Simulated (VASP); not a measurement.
# Re (Pm-3m) in VASP: a series of runs, part 2 of 2

VASP 6.6.1.

### Step 3. Relaxation of cell and atoms, PBE

This run uses another cell than the first one, of 15.89 Å³/atom, 0.826 times its volume.

File INCAR:

```
  ALGO = Normal
  EDIFF = 1E-6
  EDIFFG = -0.01
  ENCUT = 600
  GGA = PE
  IBRION = 2
  ISIF = 3
  ISMEAR = -1
  LASPH = T
  LCHARG = F
  LREAL = F
  LWAVE = F
  NELM = 80
  NSW = 80
  PREC = Accurate
  SIGMA = 0.1
```

File KPOINTS:

```
k-points
0
Gamma
  12 12 12
```

File POSCAR:

```
Re
1.0
    2.5141111682      0.0000000000      0.0000000000
    0.0000000000      2.5141111682      0.0000000000
    0.0000000000      0.0000000000      2.5141111682
Re
1
Direct
    0.0000000000      0.0000000000      0.0000000000
```

Potentials or basis: VASP PAW PBE potentials, release 64 (Re).

Launch:

```sh
cat potpaw_PBE.64/Re/POTCAR > POTCAR
mpirun -np 1 vasp_std > vasp.out
```

OUTCAR:

```text
EDIFF = 1E-6
   EDIFFG = -0.01
   ENCUT = 600
   GGA = PE
   IBRION = 2
   ISIF = 3
   ISMEAR = -1
   LASPH = T
   LREAL = F
   NELM = 80
   NSW = 80
   PREC = Accurate

 ion  position               nearest neighbor table
   1  0.000  0.000  0.000-

  LATTYP: Found a simple cubic cell.
 ALAT       =     2.5141111682

  Lattice vectors:

 A1 = (   2.5141111682,   0.0000000000,   0.0000000000)
 A2 = (   0.0000000000,   2.5141111682,   0.0000000000)
 A3 = (   0.0000000000,   0.0000000000,   2.5141111682)

Analysis of symmetry for initial positions (statically):
=====================================================================
 Subroutine PRICEL returns:
 Original cell was already a primitive cell.

 Routine SETGRP: Setting up the symmetry group for a
 simple cubic supercell.

 Subroutine GETGRP returns: Found 48 space group operations
 (whereof 48 operations were pure point group operations)
 out of a pool of 48 trial point group operations.

The static configuration has the point symmetry O_h .

Analysis of symmetry for dynamics (positions and initial velocities):
=====================================================================
 Subroutine PRICEL returns:
 Original cell was already a primitive cell.

 Routine SETGRP: Setting up the symmetry group for a
 simple cubic supercell.

 Subroutine GETGRP returns: Found 48 space group operations
 (whereof 48 operations were pure point group operations)
 out of a pool of 48 trial point group operations.

The dynamic configuration has the point symmetry O_h .

 Subroutine INISYM returns: Found 48 space group operations
 (whereof 48 operations are pure point group operations),
 and found     1 'primitive' translations

----------------------------------------------------------------------------------------

[... 126 lines left out ...]
   NGX = 11   NGY = 11   NGZ = 11

--------------------------------------- Ionic step        1  -------------------------------------------

 number of electron       6.9999999 magnetization

 Free energy of the ion-electron system (eV)
  ---------------------------------------------------
  ext. energy  EPLUGINS =         0.00000000
  ---------------------------------------------------
  free energy    TOTEN  =       -10.99026169 eV

  energy without entropy =      -10.94966022  energy(sigma->0) =      -10.96996096

------------------------ aborting loop because EDIFF is reached ----------------------------------------

  FORCE on cell =-STRESS in cart. coord.  units (eV):
  Direction    XX          YY          ZZ          XY          YZ          ZX
  --------------------------------------------------------------------------------------
  -------------------------------------------------------------------------------------
  Total        2.2752000      2.2752000      2.2752000      0.0000000      0.0000000     -0.0000000
  in kB      229.3911925    229.3911925    229.3911925      0.0000000      0.0000000     -0.0000000
  external PRESSURE =     229.3911925 kB  Pullay stress =       0.0000000 kB
[... 22 lines left out ...]
--------------------------------------- Ionic step        2  -------------------------------------------

 number of electron       7.0000001 magnetization

 E-fermi :   4.1832     XC(G=0): -11.5204

 val. band max:        4.1800127931   @ k =   0.5000   0.3333   0.0833
 cond. band min:       4.1871690944   @ k =   0.4167   0.4167   0.0833
 fundamental gap:      0.0071563012
 Fermi energy:         4.1832118986

 k-point     1 :       0.0000    0.0000    0.0000
  band No.  band energies     occupation
      1      -3.4412      2.00000
      2       0.2778      2.00000
      3       0.2778      2.00000
      4       6.5449      0.00000
      5       6.5449      0.00000
      6       6.5449      0.00000
      7      17.6431      0.00000
[... 293 lines left out ...]
  FREE ENERGIE OF THE ION-ELECTRON SYSTEM (eV)
  ---------------------------------------------------
  free  energy   TOTEN  =       -11.0716036068 eV

  energy  without entropy=      -11.0289350066  energy(sigma->0) =      -11.05026931

[... ionic steps 4 to 13 ...]

--------------------------------------- Ionic step       14  -------------------------------------------

 number of electron       7.0000001 magnetization

------------------------ aborting loop because EDIFF is reached ----------------------------------------
[... 65 lines left out ...]
--------------------------------------- Ionic step       16  -------------------------------------------

 number of electron       7.0000001 magnetization

 Free energy of the ion-electron system (eV)
  ---------------------------------------------------
  ext. energy  EPLUGINS =         0.00000000
  ---------------------------------------------------
  free energy    TOTEN  =       -11.07237175 eV

  energy without entropy =      -11.02993861  energy(sigma->0) =      -11.05115518

 E-fermi :   6.6468     XC(G=0): -12.7474

 val. band max:        6.6152233165   @ k =   0.4167   0.4167   0.0833
 cond. band min:       6.6471153533   @ k =   0.5000   0.4167   0.0833
 fundamental gap:      0.0318920368
 Fermi energy:         6.6467687610

 k-point     1 :       0.0000    0.0000    0.0000
  band No.  band energies     occupation
      1      -2.5397      2.00000
      2       1.3297      2.00000
      3       1.3297      2.00000
      4      10.1422      0.00000
      5      10.1422      0.00000
      6      10.1422      0.00000
      7      21.9692      0.00000
[... 258 lines left out ...]
  FREE ENERGIE OF THE ION-ELECTRON SYSTEM (eV)
  ---------------------------------------------------
  free  energy   TOTEN  =       -11.0723717501 eV

  energy  without entropy=      -11.0299386054  energy(sigma->0) =      -11.05115518

 reached required accuracy - stopping structural energy minimisation
```

OSZICAR:

```text
N       E                     dE             d eps       ncg     rms          rms(c)
DAV:   1     0.629601422009E+01    0.62960E+01   -0.37798E+03  1862   0.121E+03
DAV:   2    -0.106734951841E+02   -0.16970E+02   -0.16193E+02  1316   0.113E+02
DAV:   3    -0.114209745144E+02   -0.74748E+00   -0.73149E+00  1904   0.277E+01
DAV:   4    -0.114227628970E+02   -0.17884E-02   -0.17878E-02  1386   0.155E+00
[... 79 lines left out ...]
DAV:   2    -0.110723696277E+02    0.89810E-06   -0.91896E-07   700   0.390E-02
  15 F= -.11072370E+02 E0= -.11051160E+02  d E =-.784401E-05
       N       E                     dE             d eps       ncg     rms          rms(c)
DAV:   1    -0.110723757115E+02   -0.51857E-05   -0.32875E-04  1176   0.129E+00    0.472E-02
DAV:   2    -0.110723726227E+02    0.30888E-05   -0.50060E-06  1393   0.781E-02    0.133E-02
DAV:   3    -0.110723717501E+02    0.87259E-06   -0.15551E-06   707   0.493E-02
  16 F= -.11072372E+02 E0= -.11051155E+02  d E =-.996642E-05
```

CONTCAR:

```text
Re
   1.00000000000000
     2.5771778097907196    0.0000000000000000   -0.0000000000000000
    -0.0000000000000000    2.5771778097907196   -0.0000000000000000
     0.0000000000000000   -0.0000000000000000    2.5771778097907196
  Re
     1
Direct
     1.0000000000000000    0.0000000000000000    0.0000000000000000

  0.00000000E+00  0.00000000E+00  0.00000000E+00
```

Run time: 48 s. Hardware: 1 thread of Intel Xeon Platinum 8259CL at 2.50GHz (Skylake/Cascade Lake), shared host; peak memory 0.14 GiB.

Results:

```
Free energy                            : -11.0724 eV
Relaxed volume                         : 17.12 Å³/atom
Relaxed cell                           : a = 2.577 Å, b = 2.577 Å, c = 2.577 Å, α = 90.00°, β = 90.00°, γ = 90.00°
Space group after relaxing (to 0.05 Å) : Pm-3m (No. 221)
Energy gained by relaxing              : 82.1 meV/atom
Ionic steps                            : 16
Pressure after relaxing                : 0.0 GPa
```

Step by step:
```tsv
step	energy change (eV)	largest force (eV/Å)	pressure (GPa)	volume (Å³)
1	0.0000	0.0000	22.94	15.89
2	0.5725	0.0000	-36.42	21.72
3	-0.0813	0.0000	-2.01	17.24
4	-0.0821	0.0000	-0.09	17.12
5	-0.0821	0.0000	0.29	17.10
6	-0.0821	0.0000	0.30	17.10
7	-0.0821	0.0000	0.28	17.10
8	-0.0821	0.0000	0.24	17.10
9	-0.0821	0.0000	0.23	17.10
10	-0.0821	0.0000	0.23	17.10
11	-0.0821	0.0000	0.24	17.10
12	-0.0821	0.0000	0.23	17.10
13	-0.0821	0.0000	0.23	17.10
14	-0.0821	0.0000	0.21	17.11
15	-0.0821	0.0000	0.19	17.11
16	-0.0821	0.0000	0.05	17.12
```

Final structure:
```
Re
1.0
     2.57718    0.00000    0.00000
     0.00000    2.57718    0.00000
     0.00000    0.00000    2.57718
Re
1
Direct
  0.00000 0.00000 0.00000
```

Caveat: spin-orbit coupling is left out, which moves the levels of the heavy elements.

### Step 4. Single point, PBE

This run uses another cell than the first one, of 17.18 Å³/atom, 0.893 times its volume.

File INCAR:

```
PREC     = Accurate       # precision mode
ENCUT    = 520            # plane-wave cutoff, eV
EDIFF    = 1E-6           # SCF threshold, eV
ISMEAR   = -1             # smearing method
SIGMA    = 0.1            # smearing width, eV
LREAL    = F              # projectors in reciprocal space
LASPH    = T              # aspherical terms in the spheres
NELM     = 100            # most SCF steps
ALGO     = Normal         # electronic algorithm
ISIF     = 2              # what is computed and relaxed
LWAVE    = F              # write WAVECAR
LCHARG   = F              # write CHGCAR
GGA      = PE             # functional
NBANDS   = 10             # bands
```

File KPOINTS:

```
regular mesh
0
Gamma
  20 20 20
```

File POSCAR:

```
Re
1.0
    2.5804935598      0.0000000000      0.0000000000
    0.0000000000      2.5804935598      0.0000000000
    0.0000000000      0.0000000000      2.5804935598
Re
1
Direct
    0.0000000000      0.0000000000      0.0000000000
```

Launch:

```sh
cat potpaw_PBE.64/Re/POTCAR > POTCAR
mpirun -np 1 vasp_std > vasp.out
```

Run time: 39 s. Hardware: 1 thread of Intel Xeon Platinum 8259CL at 2.50GHz (Skylake/Cascade Lake), shared host; peak memory 0.16 GiB.

Results (log left out):

| Quantity | Value |
| --- | --- |
| Free energy | -11.0853 eV |
| Pressure | -1.1 GPa |

Levels at points of the mesh, in eV from the Fermi level:
```
           k point  band 1  band 2  band 3  band 4  band 5  band 6  band 7
(0.00, 0.00, 0.00)   -9.17   -5.31   -5.31    3.45    3.45    3.45   15.28
(0.50, 0.00, 0.00)   -5.78   -4.40   -1.02   -0.11   -0.11    3.82    8.22
(0.50, 0.50, 0.00)   -6.28   -3.84    0.59    0.59    4.64    4.64    6.04
(0.50, 0.50, 0.50)   -4.72   -4.72   -4.72    6.30    6.30    7.96   11.46
```

Caveat: spin-orbit coupling is left out, which moves the levels of the heavy elements.

### Step 5. Single point, PBE

This run uses another cell than the first one, of 17.18 Å³/atom, 0.893 times its volume.

File INCAR:

```
SYSTEM = Re
PREC     = Accurate       ! precision mode
ENCUT    = 500            ! plane-wave cutoff, eV
EDIFF    = 1E-6           ! SCF threshold, eV
ISMEAR   = -1             ! smearing method
SIGMA    = 0.1            ! smearing width, eV
LREAL    = .FALSE.        ! projectors in reciprocal space
LASPH    = .TRUE.         ! aspherical terms in the spheres
NELM     = 120            ! most SCF steps
ALGO     = Normal         ! electronic algorithm
ISIF     = 2              ! what is computed and relaxed
LWAVE    = .FALSE.        ! write WAVECAR
LCHARG   = .TRUE.         ! write CHGCAR
GGA      = PE             ! functional
LELF     = .TRUE.         ! ELF
LVHAR    = .TRUE.       
NBANDS   = 14             ! bands
GGA_COMPAT= .FALSE.
```

File KPOINTS:

```
regular mesh
0
G
  12 12 12
  0 0 0
```

POSCAR is that of step 4.

Potentials or basis: VASP PAW PBE potentials, release 64 (Re_sv_GW).

Launch:

```sh
cat potpaw_PBE.64/Re_sv_GW/POTCAR > POTCAR
mpirun -np 1 vasp_std > vasp.out
```

OUTCAR:

```text
SYSTEM = Re
   PREC = Accurate
   ENCUT = 500
   EDIFF = 1E-6
   ISMEAR = -1
   LREAL = .FALSE.
   LASPH = .TRUE.
   NELM = 120
   ISIF = 2
   GGA = PE

 ion  position               nearest neighbor table
   1  0.000  0.000  0.000-

  LATTYP: Found a simple cubic cell.
 ALAT       =     2.5804935598

  Lattice vectors:

 A1 = (   2.5804935598,   0.0000000000,   0.0000000000)
 A2 = (   0.0000000000,   2.5804935598,   0.0000000000)
 A3 = (   0.0000000000,   0.0000000000,   2.5804935598)

Analysis of symmetry for initial positions (statically):
=====================================================================
 Subroutine PRICEL returns:
 Original cell was already a primitive cell.

 Routine SETGRP: Setting up the symmetry group for a
 simple cubic supercell.

 Subroutine GETGRP returns: Found 48 space group operations
 (whereof 48 operations were pure point group operations)
 out of a pool of 48 trial point group operations.

The static configuration has the point symmetry O_h .

Analysis of symmetry for dynamics (positions and initial velocities):
=====================================================================
[... 161 lines left out ...]
 Fermi energy:        11.0392461723

 k-point     1 :       0.0000    0.0000    0.0000
  band No.  band energies     occupation
      1     -69.2506      2.00000
      2     -30.5351      2.00000
      3     -30.5351      2.00000
      4     -30.5351      2.00000
      5       1.8923      2.00000
      6       5.7556      2.00000
      7       5.7556      2.00000
      8      14.5321      0.00000
      9      14.5321      0.00000
     10      14.5321      0.00000
     11      25.9986      0.00000
     12      25.9986      0.00000
     13      25.9986      0.00000
     14      32.2235      0.00000
[... 377 lines left out ...]
      1     -69.1040      2.00000
      2     -31.5224      2.00000
      3     -31.2963      2.00000
      4     -30.3602      2.00000
      5       5.6743      2.00000
      6       6.7999      2.00000
      7      11.6439      0.00472
      8      11.6526      0.00433
      9      12.2916      0.00001
     10      13.7251      0.00000
     11      19.5610      0.00000
     12      24.6836      0.00000
     13      27.6976      0.00000
     14      31.2908      0.00000

 [... further k-points ...]
[... 5 lines left out ...]
  --------------------------------------------------------------------------------------
  -------------------------------------------------------------------------------------
  Total       -0.2220435     -0.2220435     -0.2220435      0.0000000      0.0000000     -0.0000000
  in kB      -20.7033308    -20.7033308    -20.7033308      0.0000000      0.0000000     -0.0000000
  external PRESSURE =     -20.7033308 kB  Pullay stress =       0.0000000 kB

 VOLUME and BASIS-vectors are now :
 -----------------------------------------------------------------------------
  energy-cutoff  :      500.00
  volume of cell :       17.18
      direct lattice vectors                 reciprocal lattice vectors
     2.580493560  0.000000000  0.000000000     0.387522765  0.000000000  0.000000000
     0.000000000  2.580493560  0.000000000     0.000000000  0.387522765  0.000000000
     0.000000000  0.000000000  2.580493560     0.000000000  0.000000000  0.387522765

 POSITION                                       TOTAL-FORCE (eV/Angst)
 -----------------------------------------------------------------------------------
      0.00000      0.00000      0.00000         0.000000      0.000000      0.000000
 -----------------------------------------------------------------------------------
    total drift:                               -0.000000      0.000000     -0.000000

  FREE ENERGIE OF THE ION-ELECTRON SYSTEM (eV)
  ---------------------------------------------------
  free  energy   TOTEN  =       -12.6740852759 eV

  energy  without entropy=      -12.6318447146  energy(sigma->0) =      -12.65296500
```

OSZICAR:

```text
N       E                     dE             d eps       ncg     rms          rms(c)
DAV:   1     0.793268135896E+02    0.79327E+02   -0.92068E+03  2424   0.103E+03
DAV:   2    -0.118820417984E+02   -0.91209E+02   -0.86216E+02  3024   0.291E+02
DAV:   3    -0.135763032918E+02   -0.16943E+01   -0.16859E+01  2604   0.364E+01
DAV:   4    -0.135804947656E+02   -0.41915E-02   -0.41913E-02  2910   0.228E+00
DAV:   5    -0.135805119244E+02   -0.17159E-04   -0.17159E-04  2676   0.127E-01    0.130E+02
DAV:   6    -0.127743821280E+02    0.80613E+00   -0.82278E-01  2454   0.879E+00    0.735E+01
DAV:   7    -0.127014726073E+02    0.72910E-01   -0.49749E-01  2682   0.651E+00    0.125E+01
DAV:   8    -0.126738411644E+02    0.27631E-01   -0.74648E-02  2460   0.271E+00    0.666E-01
DAV:   9    -0.126740573323E+02   -0.21617E-03   -0.22101E-03  2610   0.505E-01    0.196E+00
DAV:  10    -0.126740825882E+02   -0.25256E-04   -0.66438E-05  2676   0.104E-01    0.496E-01
DAV:  11    -0.126740848158E+02   -0.22276E-05   -0.27773E-06  2742   0.147E-02    0.280E-02
DAV:  12    -0.126740852759E+02   -0.46009E-06   -0.56392E-07  1452   0.872E-03
   1 F= -.12674085E+02 E0= -.12652965E+02  d E =-.422406E-01
```

Run time: 36 s. Hardware: 1 thread of AMD EPYC 7R43 (Zen 3), shared host; peak memory 0.1 GiB.

Results:

```
Free energy : -12.6741 eV
Pressure    : -2.1 GPa
```

Caveat: spin-orbit coupling is left out, which moves the levels of the heavy elements.

### Step 6. Overview

```tsv
task	potentials or basis	cell	k mesh	cutoff (eV)	second run	gap on the mesh (eV)	pressure (GPa)
single point	VASP PAW PBE potentials, release 64 (Re)	a = 2.680 Å, 1 atom	14 × 14 × 14	520	-	none	-24.1
relaxation of cell and atoms	VASP PAW PBE potentials, release 64 (Re)	relaxed from a = 2.514 Å, 1 atom	12 × 12 × 12	600	-	none	0.0
single point	VASP PAW PBE potentials, release 64 (Re)	a = 2.580 Å, 1 atom	20 × 20 × 20	520	-	none	-1.1
single point	VASP PAW PBE potentials, release 64 (Re_sv_GW)	a = 2.580 Å, 1 atom	12 × 12 × 12	500	valence_matched	none	-2.1
```

Alike in all rows: level PBE; no spin polarisation; smearing fermi-dirac 0.1 eV.

Caveats: spin-orbit coupling is left out, which moves the levels of the heavy elements.

Absolute energies hang on the potentials; compare differences alone.
